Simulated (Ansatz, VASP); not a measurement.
Sb: VASP beside Ansatz

```xyz
2
Lattice="3.1224 0.0000 0.0000 0.0000 4.3475 0.0000 -0.0389 0.0000 4.4059" Properties=species:S:1:pos:R:3 pbc="T T T"
Sb    0.0262    1.0869    1.0625
Sb    3.0573    3.2606    3.3433
```

Alike in both runs: functional PBEsol; k mesh 9 × 6 × 6; occupations fermi-dirac, width 0.05 eV; no spin polarisation.

```csv
,VASP,Ansatz
version,VASP 6.6.1,Ansatz 0.2.0
potentials or method,"VASP PAW PBE potentials, release 64 (Sb)",Ansatz PAW
plane-wave cutoff (eV),520,420
valence electrons in the cell,10,30
task,single point,band structure
```

```csv
,VASP,Ansatz,Ansatz less VASP
gap on the k mesh at the Fermi level (eV),none,none,-
pressure (GPa),-2.1,-2.2,-0.08
"traceless stress, the component that is largest in VASP (GPa)",0.29,0.31,+0.020
rms of the force components (eV/Å),0.031,0.026,-0.0047
```

VASP's potentials were made for PBE, not for PBEsol. Atom by atom the forces differ by 0.006 eV/Å (rms over components). A gap of «none» marks a metal or a gap that the smearing closes. VASP's potentials hold 10 valence electrons a cell and Ansatz's 30, so a difference there can come from the potentials and not from the codes.

Neither program's run includes spin-orbit coupling.
